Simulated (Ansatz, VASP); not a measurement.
**One calculation of SrO, two programs**

POSCAR

```
SrO
1.0
    0.0000000000      2.4829407600      2.4829407600
    2.4829407600      0.0000000000      2.4829407600
    2.4829407600      2.4829407600      0.0000000000
Sr O
1 1
Direct
    0.0000000000      0.0000000000      0.0000000000
    0.5000000000      0.5000000000      0.5000000000
```

INCAR.step1

```
SYSTEM = SrO
PREC = Accurate
ENCUT = 660
ISMEAR = 0
SIGMA = 0.02
LREAL = .False.
LASPH = .True.
NELM = 120
NBANDS = 15
GGA = PE
ALGO = Normal
EDIFF = 1E-5
LWAVE = .True.
LCHARG = .False.
GGA_COMPAT = .False.
```

INCAR.step2

```
SYSTEM = SrO
PREC = Accurate
ENCUT = 660
EDIFF = 1E-6
ISMEAR = 0
SIGMA = 0.02
LREAL = .False.
LASPH = .True.
NELM = 120
ALGO = Normal
ISIF = 2
LWAVE = .False.
LCHARG = .False.
METAGGA = R2SCAN
LMIXTAU = .True.
NBANDS = 15
ISTART = 1
GGA_COMPAT = .False.
```

KPOINTS

```
Automatic mesh
0
Gamma
  8 8 8
  0 0 0
```

Input for Ansatz:

```yaml
crystal:
  lattice:
    - [0.0, 2.48294076, 2.48294076]
    - [2.48294076, 0.0, 2.48294076]
    - [2.48294076, 2.48294076, 0.0]
  atoms:
    - { symbol: Sr, position: [0.0, 0.0, 0.0] }
    - { symbol: O, position: [0.5, 0.5, 0.5] }
basis:
  ecutwfc: 500
kpoints:
  mp_grid: { grid: [8, 8, 8] }
hamiltonian:
  xc: r2scan
scf:
  occupations: { method: gaussian, width: 0.02 }
output:
  forces: true
  stress: true
  eigenvalues: true
  write_density: true
  write_potential: true
  elf: true
  volumetric_format: npy
```

Alike in both runs: task single point; functional r2SCAN; k mesh 8 × 8 × 8; occupations gaussian, width 0.02 eV; no spin polarisation.

|  | VASP | Ansatz |
| --- | --- | --- |
| version | VASP 6.6.1 | Ansatz 0.2.0 |
| potentials or method | VASP PAW PBE potentials, release 64 (Sr_sv, O), cutoff 660 eV | scalar-relativistic, plane waves, PAW |
| valence electrons in the cell | 16 | 16 |

VASP gave:

* gap on the k mesh at the Fermi level (eV): 3.66
* least direct gap on the mesh (eV): 3.66
* pressure (GPa): 14.7

Which values does Ansatz return?

gap on the k mesh at the Fermi level (eV): 3.70; least direct gap on the mesh (eV): 3.70; pressure (GPa): 13.9.

VASP's potentials were made for PBE, not for r2SCAN.
